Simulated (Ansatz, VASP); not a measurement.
Two plane-wave programs on H6Os

```
CELL_PARAMETERS angstrom
0.00000 3.72761 3.72761
3.72761 0.00000 3.72761
3.72761 3.72761 0.00000
ATOMIC_POSITIONS crystal
H 0.75000 0.25000 0.25000
H 0.25000 0.75000 0.75000
H 0.25000 0.75000 0.25000
H 0.75000 0.25000 0.75000
H 0.25000 0.25000 0.75000
H 0.75000 0.75000 0.25000
Os 0.00000 0.00000 0.00000
```

Change from the starting cell: ordered vacancies on the cation sites of rhenium trioxide (Fm-3m, No. 225).

Alike in both runs: task relaxation of cell and atoms; functional PBE; k mesh 4 × 4 × 4; occupations gaussian, width 0.1 eV; no spin polarisation.

```csv
,VASP,Ansatz
version,VASP 6.6.1,Ansatz 0.2.0
potentials or method,"VASP PAW PBE potentials, release 64 (H, Os), cutoff 600 eV","scalar-relativistic, plane waves, PAW"
valence electrons in the cell,14,22
```

VASP gave:

- gap on the k mesh at the Fermi level, each at its own relaxed structure (eV): none
- relaxed volume (Å³/atom): 6.58
- relaxed cell length with the largest relative difference (Å): 4.023

Q: Which values does Ansatz return?

A: gap on the k mesh at the Fermi level, each at its own relaxed structure (eV): none; relaxed volume (Å³/atom): 6.58; relaxed cell length with the largest relative difference (Å): 4.024.

A gap of «none» marks a metal or a gap that the smearing closes. VASP's potentials hold 14 valence electrons a cell and Ansatz's 22, so a difference there can come from the potentials and not from the codes.

The k mesh is coarse, so the values compare programs but aren't converged. Spin-orbit coupling is off throughout. Noted on VASP's run: the volume moved by over 15 % at a fixed basis, so the end points are rough.
